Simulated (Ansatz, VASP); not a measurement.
# Ag: VASP beside Ansatz

```
CELL_PARAMETERS angstrom
2.93000 0.00000 0.00000
-1.46500 2.46133 0.00000
0.00000 0.00000 4.79000
ATOMIC_POSITIONS crystal
Ag 0.33333 0.66667 0.25000
Ag 0.66667 0.33333 0.75000
```

Change from the starting cell: strain -0.0300 x Voigt [0, 1, 0, 0, 0, 0], atoms carried along.

Alike in both runs: task single point; functional r2SCAN; k mesh 18 × 18 × 10; occupations gaussian, width 0.15 eV; no spin polarisation.

```csv
,VASP,Ansatz
version,VASP 6.6.1,Ansatz 0.2.0
potentials or method,"VASP PAW PBE potentials, release 64 (Ag), cutoff 520 eV","scalar-relativistic, plane waves, PAW"
valence electrons in the cell,22,38
```

Ansatz gave:

```
gap on the k mesh at the Fermi level (eV)                     : none
pressure (GPa)                                                : 0.4
traceless stress, the component that is largest in VASP (GPa) : 1.39
rms of the force components (eV/Å)                            : 0.018
```

Question: Which values does VASP return?

Answer: gap on the k mesh at the Fermi level (eV): none; pressure (GPa): 0.6; traceless stress, the component that is largest in VASP (GPa): 1.42; rms of the force components (eV/Å): 0.018.

VASP's potentials were made for PBE, not for r2SCAN. Atom by atom the forces differ by 0.000 eV/Å (rms over components). A gap of «none» marks a metal or a gap that the smearing closes. VASP's potentials hold 22 valence electrons a cell and Ansatz's 38, so a difference there can come from the potentials and not from the codes.
